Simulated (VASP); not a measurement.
Al: single point with LDA

Crystal: Al.

```
CELL_PARAMETERS angstrom
0.00000 1.99178 1.99178
1.99178 0.00000 1.99178
1.99178 1.99178 0.00000
ATOMIC_POSITIONS crystal
Al 0.00000 0.00000 0.00000
```

```json
{
  "Program": "VASP 6.6.1",
  "Task": "single point",
  "Functional": "LDA",
  "Potentials or basis": "VASP PAW LDA potentials, release 64 (Al)",
  "Cutoff": "500 eV",
  "k mesh": "18 × 18 × 18",
  "Occupations": "gaussian, width 0.1 eV",
  "Spin": "no spin polarisation"
}
```

| Property | Result |
| --- | --- |
| Pressure | 0.1 GPa |

Levels at points of the mesh, in eV from the Fermi level:
```tsv
k point	band 1	band 2	band 3	band 4
(0.00, 0.00, 0.00)	-11.39	12.82	12.82	12.82
(0.50, 0.00, 0.00)	-4.71	-4.44	11.64	11.64
(0.50, 0.50, 0.00)	-2.99	-1.61	5.31	5.75
```

Run time: 16 s on 1 thread of AMD EPYC 7R13 Processor (Zen 3) (shared host), peak memory 0.1 GiB.
